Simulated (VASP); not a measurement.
Here is a VASP 6.6.1 calculation.

File INCAR:

```
ALGO = Normal
EDIFF = 1E-7
EDIFFG = -0.03
ENCUT = 500
GGA = PE
GGA_COMPAT = F
IBRION = 2
ISIF = 3
ISMEAR = -1
LASPH = T
LCHARG = F
LREAL = F
LWAVE = F
NELM = 120
NELMIN = 4
NSW = 60
PREC = Accurate
SIGMA = 0.1
```

KPOINTS

```
k-points
0
Gamma
  7 7 7
```

File POSCAR:

```
Ir
1.0
    0.0000000000      2.6350000000      2.6350000000
    2.6350000000      0.0000000000      2.6350000000
    2.6350000000      2.6350000000      0.0000000000
Ir
2
Direct
    1.0000000000      1.0000000000      1.0000000000
    0.2500000000      0.2500000000      0.2500000000
```

Potentials or basis: VASP PAW PBE potentials, release 64 (Ir).

The run is started by

```console
$ cat potpaw_PBE.64/Ir/POTCAR > POTCAR
$ mpirun -np 1 vasp_std > vasp.out
```

Question: Estimate the space group after relaxing (to 0.1 Å).

Answer: Fd-3m (No. 227).

Question: Predict the relaxed volume.

Answer: 21.55 Å³/atom.

Question: Predict the band gap on the k mesh.

Answer: Zero (bands 9 and 10 overlap by 1.42 eV).

Final structure:
```
Ir
1.0
     0.00000    2.78300    2.78300
     2.78300    0.00000    2.78300
     2.78300    2.78300    0.00000
Ir
2
Cartesian
  0.0000 0.0000 0.0000
  1.3915 1.3915 1.3915
```

Caveat: the volume moved by over 15 % at a fixed basis, so the end points are rough; spin-orbit coupling is left out, which moves the levels of the heavy elements.
